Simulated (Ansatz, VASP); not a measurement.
Two plane-wave programs on Au

```
Au
1.0
     2.39550   -1.51529    0.00000
     2.39550    1.51529    0.00000
    -1.72836    0.00000    2.49284
Au
1
Direct
  0.00000 0.00000 0.00000
```

Alike in both runs: task relaxation of cell and atoms; functional PBE; k mesh 22 × 22 × 22; occupations gaussian, width 0.1 eV; no spin polarisation.

|  | VASP | Ansatz |
| --- | --- | --- |
| version | VASP 6.6.1 | Ansatz 0.2.0 |
| potentials or method | VASP PAW PBE potentials, release 64 (Au), cutoff 600 eV | scalar-relativistic, plane waves, PAW |
| valence electrons in the cell | 11 | 19 |

Ansatz gave:

* gap on the k mesh at the Fermi level, each at its own relaxed structure (eV): none
* relaxed volume (Å³/atom): 17.98
* relaxed length of the cell vector where the two differ most in proportion (Å): 2.941

**Question.** What did VASP give for the same quantities?

**Answer.** gap on the k mesh at the Fermi level, each at its own relaxed structure (eV): none; relaxed volume (Å³/atom): 17.96; relaxed length of the cell vector where the two differ most in proportion (Å): 2.938.

A gap of «none» marks a metal or a gap that the smearing closes. VASP's potentials hold 11 valence electrons a cell and Ansatz's 19, so a difference there can come from the potentials and not from the codes.

Spin-orbit coupling is off throughout.
